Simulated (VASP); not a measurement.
# Hf4C (P-3m1) in VASP: notebook

Hf4C is run at these levels: PBE; tasks: relaxation of cell and atoms, relaxation of shape and atoms at fixed volume.

Everything below comes from runs of VASP 6.6.1. Logs are shortened: lines on timing, memory, paths and dates and some standing lists are left out, and cuts for length are marked.

### 1 The cell of the first run

Symmetry: P-3m1, No. 164, trigonal system. The conventional cell has a = 3.252 Å, b = 3.252 Å, c = 10.402 Å, α = 90.00°, β = 90.00°, γ = 120.00°. Within 3.0 Å of Hf (site symmetry 3m) lie 3 C at 2.28 Å. Hf (site symmetry 3m) has 12 Hf at 3.09 to 3.28 Å within 4.1 Å. C (site symmetry -3m) has 6 Hf at 2.28 Å within 3.0 Å.

### 2 Relaxation of cell and atoms, PBE

INCAR

```
PREC = Accurate ; ENCUT = 600
EDIFF = 1E-7 ; ISMEAR = 0
SIGMA = 0.1 ; LREAL = F
LASPH = T ; NELM = 100
ALGO = Normal ; ISIF = 3
LWAVE = F ; LCHARG = F
GGA = PE ; IBRION = 2
NSW = 100 ; EDIFFG = -0.01
```

KPOINTS

```
regular mesh
0
Gamma
  12 12 4
```

POSCAR

```
Hf4C
1.0
    3.2524166227      0.0000000000      0.0000000000
   -1.6262083114      2.8166754189      0.0000000000
    0.0000000000      0.0000000000     10.4017935320
Hf C
4 1
Direct
    0.6666666667      0.3333333333      0.8762282746
    0.3333333333      0.6666666667      0.1237717254
    0.6666666667      0.3333333333      0.3818388691
    0.3333333333      0.6666666667      0.6181611309
    0.0000000000      0.0000000000      0.0000000000
```

Potentials or basis: VASP PAW PBE potentials, release 64 (Hf_pv, C).

Started as:

```console
$ cat potpaw_PBE.64/Hf_pv/POTCAR potpaw_PBE.64/C/POTCAR > POTCAR
$ mpirun -np 1 vasp_std > vasp.out
```

OUTCAR:

```text
PREC = Accurate
   ENCUT = 600
   EDIFF = 1E-7
   ISMEAR = 0
   LREAL = F
   LASPH = T
   NELM = 100
   ISIF = 3
   GGA = PE
   IBRION = 2
   NSW = 100
   EDIFFG = -0.01

 ion  position               nearest neighbor table
   1  0.667  0.333  0.876-   5 2.28   5 2.28   5 2.28   2 3.19   2 3.19   2 3.19   4 3.28   4 3.28
                             4 3.28
   2  0.333  0.667  0.124-   5 2.28   5 2.28   5 2.28   1 3.19   1 3.19   1 3.19   3 3.28   3 3.28
                             3 3.28
   3  0.667  0.333  0.382-   4 3.09   4 3.09   4 3.09   2 3.28   2 3.28   2 3.28
   4  0.333  0.667  0.618-   3 3.09   3 3.09   3 3.09   1 3.28   1 3.28   1 3.28
   5  0.000  0.000  0.000-   1 2.28   2 2.28   2 2.28   1 2.28   1 2.28   2 2.28

  LATTYP: Found a hexagonal cell.
 ALAT       =     3.2524166227
 C/A-ratio  =     3.1981737701

  Lattice vectors:

 A1 = (   3.2524166227,   0.0000000000,   0.0000000000)
 A2 = (  -1.6262083114,   2.8166754189,   0.0000000000)
 A3 = (   0.0000000000,   0.0000000000,  10.4017935320)

Analysis of symmetry for initial positions (statically):
=====================================================================
 Subroutine PRICEL returns:
 Original cell was already a primitive cell.

 Routine SETGRP: Setting up the symmetry group for a
 hexagonal supercell.

 Subroutine GETGRP returns: Found 12 space group operations
 (whereof 12 operations were pure point group operations)
 out of a pool of 24 trial point group operations.

The static configuration has the point symmetry D_3d.

Analysis of symmetry for dynamics (positions and initial velocities):
=====================================================================
 Subroutine PRICEL returns:
 Original cell was already a primitive cell.

 Routine SETGRP: Setting up the symmetry group for a
 hexagonal supercell.

 Subroutine GETGRP returns: Found 12 space group operations
 (whereof 12 operations were pure point group operations)
 out of a pool of 24 trial point group operations.

The dynamic configuration has the point symmetry D_3d.

 Subroutine INISYM returns: Found 12 space group operations
 (whereof 12 operations are pure point group operations),
 and found     1 'primitive' translations

----------------------------------------------------------------------------------------

                                     Primitive cell

  volume of cell :      95.2909

  direct lattice vectors                    reciprocal lattice vectors
     3.252416623  0.000000000  0.000000000     0.307463685  0.177514241  0.000000000
    -1.626208311  2.816675419  0.000000000     0.000000000  0.355028483  0.000000000
     0.000000000  0.000000000 10.401793532     0.000000000  0.000000000  0.096137267

  length of vectors
     3.252416623  3.252416623 10.401793532     0.355028483  0.355028483  0.096137267

  position of ions in fractional coordinates (direct lattice)
     0.666666667  0.333333333  0.876228275
     0.333333333  0.666666667  0.123771725
     0.666666667  0.333333333  0.381838869
     0.333333333  0.666666667  0.618161131
     0.000000000  0.000000000  0.000000000

  ion indices of the primitive-cell ions
   primitive index   ion index
                 1           1
                 2           2
                 3           3
                 4           4
                 5           5

----------------------------------------------------------------------------------------

 KPOINTS: regular mesh

Automatic generation of k-mesh.
 Grid dimensions read from file:
 generate k-points for:   12   12    4

 Generating k-lattice:

  Cartesian coordinates                     Fractional coordinates (reciprocal lattice)
     0.025621974  0.014792853  0.000000000     0.083333333  0.000000000  0.000000000
     0.000000000  0.029585707  0.000000000     0.000000000  0.083333333  0.000000000
     0.000000000  0.000000000  0.024034317     0.000000000  0.000000000  0.250000000

  Length of vectors
     0.029585707  0.029585707  0.024034317

  Shift w.r.t. Gamma in fractional coordinates (k-lattice)
     0.000000000  0.000000000  0.000000000

 Subroutine IBZKPT returns following result:
 ===========================================

 Found     69 irreducible k-points:

 Following reciprocal coordinates:
            Coordinates               Weight
  0.000000  0.000000  0.000000      1.000000
  0.083333  0.000000  0.000000      6.000000
  0.166667  0.000000  0.000000      6.000000
  0.250000  0.000000  0.000000      6.000000
  0.333333  0.000000  0.000000      6.000000
  0.416667  0.000000  0.000000      6.000000
[... 16 lines left out ...]
  0.166667  0.000000  0.250000      6.000000
  0.000000  0.166667  0.250000      6.000000
 [... further k-points ...]
   k-points           NKPTS =     69   k-points in BZ     NKDIM =     69   number of bands    NBANDS=     26
   number of dos      NEDOS =    301   number of ions     NIONS =      5
   total plane-waves  NPLWV =  65856
   dimension x,y,z NGX =    28 NGY =   28 NGZ =   84
   dimension x,y,z NGXF=    56 NGYF=   56 NGZF=  168
   ions per type =               4   1
   NGX,Y,Z   is equivalent  to a cutoff of  14.31, 14.31, 13.43 a.u.
   NGXF,Y,Z  is equivalent  to a cutoff of  28.62, 28.62, 26.85 a.u.
 SYSTEM =  unknown system
   PREC   = accura    normal or accurate (medium, high low for compatibility)
   ISTART =      0    job   : 0-new  1-cont  2-samecut
   ICHARG =      2    charge: 1-file 2-atom 10-const
   ISPIN  =      1    spin polarized calculation?
   LNONCOLLINEAR =      F non collinear calculations
   LSORBIT =      F    spin-orbit coupling
   LASPH  =      T    aspherical Exc in radial PAW
   ENCUT  =  600.0 eV  44.10 Ry    6.64 a.u.   6.50  6.50 20.77*2*pi/ulx,y,z
   NELM   =    100;   NELMIN=  2; NELMDL= -5     # of ELM steps
   EDIFF  = 0.1E-06   stopping-criterion for ELM
   LREAL  =      F    real-space projection
   EDIFFG = -.1E-01   stopping-criterion for IOM
   NSW    =    100    number of steps for IOM
   IBRION =      2    ionic relax: 0-MD 1-quasi-New 2-CG
   NFREE  =      1    steps in history (QN), initial steepest desc. (CG)
   ISIF   =      3    stress and relaxation
   ISYM   =      2    0-nonsym 1-usesym 2-fastsym
   POTIM  = 0.5000    time-step for ionic-motion
   TEBEG  =    0.0;   TEEND  =   0.0 temperature during run
   PSTRESS=    0.0 pullay stress
   NELECT =      44.0000    total number of electrons
   NUPDOWN=      -1.0000    fix difference up-down
   EMIN   =  10.00;   EMAX   =-10.00  energy-range for DOS
   EFERMI =   0.00;   METHOD = LEGACY
   ISMEAR =     0;   SIGMA  =   0.10  broadening in eV -4-tet -1-fermi 0-gaus
   EFERMI_NEDOS =   21; number of points for ismear=-14 and -15
   IALGO  =     38    algorithm
   IMIX   =      4    mixing-type and parameters
     AMIX     =   0.40;   BMIX     =  1.00
     AMIX_MAG =   1.60;   BMIX_MAG =  1.00
  volume/ion in A,a.u.               =      19.06       128.61
  Fermi-wavevector in a.u.,A,eV,Ry     =   1.265344  2.391154 21.784230  1.601096
  Thomas-Fermi vector in A             =   2.398602
   LORBIT       =      0    0 simple, 1 ext, 2 COOP (PROOUT), +10 PAW based schemes
   GGA     = PE    functional components
   LHFCALC =     F    Hartree Fock is set to
   AEXX    =    0.0000 exact exchange contribution
   IVDW    =     0    specifies the selected vdW correction
   LEPSILON=     F    determine dielectric tensor
   LRPA    =     F    only Hartree local field effects (RPA)
 conjugate gradient relaxation of ions
 non-spin polarized calculation
 Gauss-broadening in eV      SIGMA  =   0.10
  energy-cutoff  :      600.00
  volume of cell :       95.29
 maximum number of plane-waves:      3222
 NGX is ok and might be reduce to    28
   NGX = 13   NGY = 13   NGZ = 41

--------------------------------------- Ionic step        1  -------------------------------------------

 number of electron      43.9999998 magnetization

 Free energy of the ion-electron system (eV)
  ---------------------------------------------------
  ext. energy  EPLUGINS =         0.00000000
  ---------------------------------------------------
  free energy    TOTEN  =       -50.86953531 eV

  energy without entropy =      -50.85260682  energy(sigma->0) =      -50.86107106

------------------------ aborting loop because EDIFF is reached ----------------------------------------

  FORCE on cell =-STRESS in cart. coord.  units (eV):
  Direction    XX          YY          ZZ          XY          YZ          ZX
  --------------------------------------------------------------------------------------
  -------------------------------------------------------------------------------------
  Total       -0.7149914     -0.7149914     -0.9030856      0.0000000      0.0000000      0.0000000
  in kB      -12.0215429    -12.0215429    -15.1840740      0.0000000      0.0000000      0.0000000
  external PRESSURE =     -13.0757199 kB  Pullay stress =       0.0000000 kB
[... 141 lines left out ...]
  energy  without entropy=      -50.8568789759  energy(sigma->0) =      -50.86520455

--------------------------------------- Ionic step        5  -------------------------------------------

 number of electron      43.9999999 magnetization

 Free energy of the ion-electron system (eV)
  ---------------------------------------------------
  ext. energy  EPLUGINS =         0.00000000
  ---------------------------------------------------
  free energy    TOTEN  =       -50.87358643 eV

  energy without entropy =      -50.85696211  energy(sigma->0) =      -50.86527427

 E-fermi :   5.0114     XC(G=0): -11.4302

 val. band max:        4.9747328681   @ k =   0.3333   0.1667   0.5000
 cond. band min:       5.0114377389   @ k =   0.4167   0.1667   0.2500
 fundamental gap:      0.0367048708
 Fermi energy:         5.0113639204

 k-point     1 :       0.0000    0.0000    0.0000
  band No.  band energies     occupation
      1     -25.9150      2.00000
      2     -25.4714      2.00000
      3     -25.4417      2.00000
      4     -25.3325      2.00000
      5     -25.3325      2.00000
      6     -25.2493      2.00000
[... 685 lines left out ...]
     25       6.2094      0.00000
     26       6.7592      0.00000

 [... further k-points ...]
[... 5 lines left out ...]
  --------------------------------------------------------------------------------------
  -------------------------------------------------------------------------------------
  Total        0.0128599      0.0128599     -0.0152918     -0.0000000     -0.0000000     -0.0000000
  in kB        0.2184222      0.2184222     -0.2597281     -0.0000000     -0.0000000     -0.0000000
  external PRESSURE =       0.0590387 kB  Pullay stress =       0.0000000 kB
[... 20 lines left out ...]
  FREE ENERGIE OF THE ION-ELECTRON SYSTEM (eV)
  ---------------------------------------------------
  free  energy   TOTEN  =       -50.8735864261 eV

  energy  without entropy=      -50.8569621105  energy(sigma->0) =      -50.86527427

 reached required accuracy - stopping structural energy minimisation
```

Run time: 24 min. Hardware: 1 thread of Intel Xeon 8259CL, shared host; peak memory 0.38 GiB.

What came out:

```
Free energy                           : -50.8736 eV
Relaxed volume                        : 18.87 Å³/atom
Relaxed cell                          : a = 3.243 Å, b = 3.243 Å, c = 10.355 Å, α = 90.00°, β = 90.00°, γ = 120.00°
Space group after relaxing (to 0.1 Å) : P-3m1 (No. 164)
Energy gained by relaxing             : 0.8 meV/atom
Ionic steps                           : 5
Pressure after relaxing               : 0.0 GPa
Largest force after relaxing          : 0.004 eV/Å
Band gap on the k mesh                : zero (bands 22 and 23 overlap by 1.70 eV)
```

Forces in eV/Å, atoms in the order of the input:
```
Hf   0.000  0.000  0.003
Hf   0.000  0.000 -0.003
Hf   0.000  0.000  0.004
Hf   0.000  0.000 -0.004
C    0.000  0.000  0.000
```

The path:
```csv
step,energy change (eV),largest force (eV/Å),pressure (GPa),volume (Å³)
1,0.0000,0.0447,-1.31,95.29
2,0.0046,0.2357,2.03,93.16
3,-0.0037,0.0650,0.00,94.43
4,-0.0040,0.0235,0.00,94.37
5,-0.0041,0.0041,0.01,94.33
```

Final structure:
```
Hf C
1.0
     3.24329    0.00000    0.00000
    -1.62165    2.80877    0.00000
     0.00000    0.00000   10.35493
Hf C
4 1
Direct
  0.66667 0.33333 0.87588
  0.33333 0.66667 0.12412
  0.66667 0.33333 0.38210
  0.33333 0.66667 0.61790
  0.00000 0.00000 0.00000
```

Levels at points of the mesh, in eV from the Fermi level:
```
           k point  band 19  band 20  band 21  band 22  band 23  band 24  band 25  band 26
(0.00, 0.00, 0.00)    -1.54    -0.63     0.57     1.16     1.16     1.17     1.17     1.51
(0.50, 0.00, 0.00)    -2.19    -1.11    -0.97    -0.65     0.45     0.66     1.28     1.45
(0.00, 0.00, 0.50)    -1.74    -0.30     0.84     1.06     1.06     1.12     1.46     1.46
(0.50, 0.00, 0.50)    -1.79    -1.54    -1.03    -0.88     0.55     0.83     1.28     1.42
```

Caveat: spin-orbit coupling is left out, which moves the levels of the heavy elements.

### 3 Relaxation of shape and atoms at fixed volume, PBE (19.50 Å³/atom)

This run uses another cell than the first one, of 19.50 Å³/atom.

INCAR

```
ALGO = Normal
EDIFF = 1E-6
EDIFFG = -0.01
ENCUT = 600
GGA = PE
IBRION = 2
ISIF = 4
ISMEAR = 0
LASPH = True
LCHARG = False
LREAL = False
LWAVE = False
NELM = 80
NSW = 50
PREC = Accurate
SIGMA = 0.1
```

KPOINTS

```
k-points
0
Gamma
  12 12 4
```

POSCAR

```
Hf4C
1.0
    3.2797545838      0.0000000000      0.0000000000
   -1.6398772919      2.8403507877      0.0000000000
    0.0000000000      0.0000000000     10.4663091134
Hf C
4 1
Direct
    0.6666666667      0.3333333333      0.8757598064
    0.3333333333      0.6666666667      0.1242401936
    0.6666666667      0.3333333333      0.3819572959
    0.3333333333      0.6666666667      0.6180427041
    0.0000000000      0.0000000000      0.0000000000
```

Potentials or basis: VASP PAW PBE potentials, release 64 (Hf_pv, C).

Started as:

```console
$ cat potpaw_PBE.64/Hf_pv/POTCAR potpaw_PBE.64/C/POTCAR > POTCAR
$ mpirun -np 1 vasp_std > vasp.out
```

It took 19 min on 1 thread of Intel Xeon 8259CL, shared host; peak memory 0.38 GiB.

It converged, with:

- Free energy: -50.8352 eV
- Energy gained by relaxing: 1.4 meV/atom
- Ionic steps: 6
- Pressure after relaxing: -3.8 GPa
- Largest force after relaxing: 0.006 eV/Å
- Band gap on the k mesh: zero (bands 22 and 23 overlap by 1.68 eV)

Forces in eV/Å, atoms in the order of the input:
```
Hf   0.000  0.000 -0.001
Hf   0.000  0.000  0.001
Hf   0.000  0.000  0.006
Hf   0.000  0.000 -0.006
C    0.000  0.000  0.000
```

The path:
| step | energy change (eV) | largest force (eV/Å) | pressure (GPa) | volume (Å³) |
| --- | --- | --- | --- | --- |
| 1 | 0.0000 | 0.3295 | -4.47 | 97.50 |
| 2 | -0.0063 | 0.0510 | -3.98 | 97.50 |
| 3 | -0.0065 | 0.0289 | -3.90 | 97.50 |
| 4 | -0.0069 | 0.0104 | -3.85 | 97.50 |
| 5 | -0.0069 | 0.0116 | -3.85 | 97.50 |
| 6 | -0.0069 | 0.0057 | -3.85 | 97.50 |

Final structure:
```
CELL_PARAMETERS angstrom
3.27704 0.00000 0.00000
-1.63852 2.83800 0.00000
0.00000 0.00000 10.48363
ATOMIC_POSITIONS crystal
Hf 0.66667 0.33333 0.87767
Hf 0.33333 0.66667 0.12233
Hf 0.66667 0.33333 0.38248
Hf 0.33333 0.66667 0.61752
C 0.00000 0.00000 0.00000
```

Levels at points of the mesh, in eV from the Fermi level:
| k point | band 19 | band 20 | band 21 | band 22 | band 23 | band 24 | band 25 | band 26 |
| --- | --- | --- | --- | --- | --- | --- | --- | --- |
| (0.00, 0.00, 0.00) | -1.57 | -0.68 | 0.57 | 1.14 | 1.14 | 1.15 | 1.15 | 1.46 |
| (0.50, 0.00, 0.00) | -2.09 | -1.11 | -0.96 | -0.65 | 0.36 | 0.58 | 1.23 | 1.41 |
| (0.00, 0.00, 0.50) | -1.72 | -0.42 | 0.84 | 1.05 | 1.05 | 1.11 | 1.43 | 1.43 |
| (0.50, 0.00, 0.50) | -1.74 | -1.48 | -1.01 | -0.89 | 0.47 | 0.72 | 1.27 | 1.34 |

Caveat: spin-orbit coupling is left out, which moves the levels of the heavy elements.

[end of part 1 of 2]

The gap in the log of VASP goes by the Fermi energy; the results here count the filled bands.